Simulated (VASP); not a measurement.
Input of a VASP 6.6.1 run:

Contents of INCAR:

```
SYSTEM = Ba
  PREC = Accurate
  ENCUT = 520
  EDIFF = 1E-6
  ISMEAR = -1
  SIGMA = 0.1
  LREAL = .FALSE.
  LASPH = .TRUE.
  NELM = 100
  ALGO = Normal
  ISIF = 2
  LWAVE = .FALSE.
  LCHARG = .FALSE.
  GGA = RE
  NBANDS = 11
```

The input KPOINTS:

```
regular mesh
0
G
  14 14 14
  0 0 0
```

File POSCAR:

```
Ba
1.0
    0.0000000000      3.2823989215      3.2823989215
    3.2823989215      0.0000000000      3.2823989215
    3.2823989215      3.2823989215      0.0000000000
Ba
1
Direct
    0.0000000000      0.0000000000      0.0000000000
```

Potentials or basis: VASP PAW PBE potentials, release 64 (Ba_sv).

Run with:

```sh
$ cat potpaw_PBE.64/Ba_sv/POTCAR > POTCAR
$ mpirun -np 1 vasp_std > vasp.out
```

(1) Predict the band gap on the k mesh.

(2) Estimate the pressure.

Results:

(1) zero (band 5 reaches 1.43 eV, above the bottom of band 6 at 1.33 eV).

(2) -0.2 GPa.

Caveat: the PAW data sets were made with another functional, which shifts forces and pressure a little; spin-orbit coupling is left out, which moves the levels of the heavy elements.
